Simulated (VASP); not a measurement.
Write the native input for VASP 6.6.1 that does the following.

* Task: single point
* Functional: PBEsol
* Potentials or basis: VASP PAW PBE potentials, release 64 (Ba_sv, Ti_sv, O)
* Cutoff: 520 eV
* k mesh: 6 × 4 × 4
* Occupations: fermi-dirac, width 0.05 eV
* Spin: no spin polarisation
* Dipole correction: no
* Further INCAR settings: ALGO = Normal; EDIFF = 1e-07; NBANDS = 51

The structure of BaTiO3 lies in POSCAR:

```
BaTiO3
1.0
   -0.0049179351     -2.8233710512     -2.8161834568
   -3.9846551821      2.8189343217     -2.8186454435
    3.9938097965      2.8322685931     -2.8181685668
Ba Ti O
2 2 6
Direct
    0.0069975996      0.5003164771      0.4941655226
    1.0071292875      1.0002291281     -0.0058271612
    0.5181093446      0.0001513733      0.4827409421
    0.5176437729      0.5001406655      0.9827777496
    0.4949954195      0.2472597384      0.2592741329
    0.4950298828      0.7472359475      0.7593086675
    0.4950757197      0.7537876507      0.2593935012
    0.4950922312      0.2537724892      0.7594023945
   -0.0114185773      0.0004533740      0.5062568995
    0.9889053195      0.5004331561      1.0062873514
```

The input as run:

INCAR

```
SYSTEM = BaTiO3
ALGO = Normal
EDIFF = 1E-7
ENCUT = 520
GGA = PS
ISIF = 2
ISMEAR = -1
LASPH = .TRUE.
LCHARG = .FALSE.
LREAL = .FALSE.
LWAVE = .FALSE.
NBANDS = 51
NELM = 80
PREC = Accurate
SIGMA = 0.05
```

KPOINTS

```
k-points
0
G
  6 4 4
  0 0 0
```

Potentials or basis: VASP PAW PBE potentials, release 64 (Ba_sv, Ti_sv, O).

Launch:

```sh
$ cat potpaw_PBE.64/Ba_sv/POTCAR potpaw_PBE.64/Ti_sv/POTCAR potpaw_PBE.64/O/POTCAR > POTCAR
$ mpirun -np 1 vasp_std > vasp.out
```

It gave:

```yaml
Pressure: 1.9 GPa
Largest_force: 0.074 eV/Å
Band_gap_on_the_k_mesh: 2.27 eV
```

Caveat: the PAW data sets were made with another functional, which shifts forces and pressure a little; spin-orbit coupling is left out, which moves the levels of the heavy elements.

Run time: 13 min on 1 thread of Intel Xeon 8259CL (shared host), peak memory 0.41 GiB.
